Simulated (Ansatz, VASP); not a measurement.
# V: VASP beside Ansatz

```xyz
4
Lattice="2.6941 0.0000 0.0000 -1.3470 2.3331 0.0000 0.0000 0.0000 8.7988" Properties=species:S:1:pos:R:3 pbc="T T T"
V     0.0000    0.0000    0.0000
V     0.0000    0.0000    4.3994
V     0.0000    1.5554    2.1997
V     1.3470    0.7777    6.5991
```

Alike in both runs: task relaxation of cell and atoms; functional PBE; k mesh 13 × 13 × 4; occupations fermi-dirac, width 0.1 eV; no spin polarisation.

|  | VASP | Ansatz |
| --- | --- | --- |
| version | VASP 6.6.1 | Ansatz 0.2.0 |
| potentials or method | VASP PAW PBE potentials, release 64 (V_sv), cutoff 600 eV | plane waves (420 eV) with PAW, scalar-relativistic |
| valence electrons in the cell | 52 | 52 |

Ansatz gave:

- relaxed volume (Å³/atom): 13.87
- relaxed cell length with the largest relative difference (Å): 2.630

Estimate VASP's values.

relaxed volume (Å³/atom): 13.89; relaxed cell length with the largest relative difference (Å): 2.631.
